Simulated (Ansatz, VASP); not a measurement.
## Two plane-wave programs on AgRh

File INCAR:

```
PREC = Accurate
ENCUT = 520
EDIFF = 1E-7
ISMEAR = -1
SIGMA = 0.05
LREAL = False
LASPH = True
NELM = 150
ALGO = Normal
ISIF = 2
LWAVE = False
LCHARG = False
ISPIN = 2
MAGMOM = 0 1
LORBIT = 11
LMAXMIX = 4
GGA = PE
NBANDS = 24
```

The input KPOINTS:

```
Automatic mesh
0
Gamma
  14 14 7
```

File POSCAR:

```
AgRh
1.0
    2.5784844745      0.0000000000      0.0000000000
   -1.2892422373      2.2330330582      0.0000000000
    0.0000000000      0.0000000000      4.4639106697
Ag Rh
1 1
Direct
    0.0000000000      0.0000000000      0.5000000000
    0.6666666667      0.3333333333      0.0000000000
```

Input for Ansatz:

```yaml
crystal:
  lattice:
    - [2.5784844745, 0.0, 0.0]
    - [-1.2892422373, 2.2330330582, 0.0]
    - [0.0, 0.0, 4.4639106697]
  atoms:
    - { symbol: Ag, position: [0.0, 0.0, 0.5] }
    - { symbol: Rh, position: [0.6666666667, 0.3333333333, 0.0], spin: 1.0 }
magnetization:
  spin_polarized: true
kpoints:
  mp_grid: { grid: [14, 14, 7] }
scf:
  occupations: { method: fermi_dirac, width: 0.05 }
hamiltonian:
  xc: pbe
  pseudopotentials: { kind: paw }
output:
  forces: true
  stress: true
  eigenvalues: true
  populations: true
```

Change from the starting cell: volume scaled by 0.8, PAW files.

Alike in both runs: task single point; functional PBE; k mesh 14 × 14 × 7; occupations fermi-dirac, width 0.05 eV; collinear spin.

|  | VASP | Ansatz |
| --- | --- | --- |
| version | VASP 6.6.1 | Ansatz 0.2.0 |
| potentials or method | VASP PAW PBE potentials, release 64 (Ag, Rh_pv) | PAW with Ansatz's default frozen-core files, scalar-relativistic |
| plane-wave cutoff (eV) | 520 | 420 |
| valence electrons in the cell | 26 | 36 |

```tsv
	VASP	Ansatz	Ansatz less VASP
pressure (GPa)	57.1	57.5	+0.33
traceless stress, the component that is largest in VASP (GPa)	-7.10	-7.18	-0.080
net moment per atom (μB)	0.00	0.00	0.000
```

Both programs put the cell under a high pressure, so it lies far from rest at this level. VASP's potentials hold 26 valence electrons a cell and Ansatz's 36, so a difference there can come from the potentials and not from the codes. Ansatz's warnings: seeded moment not kept.
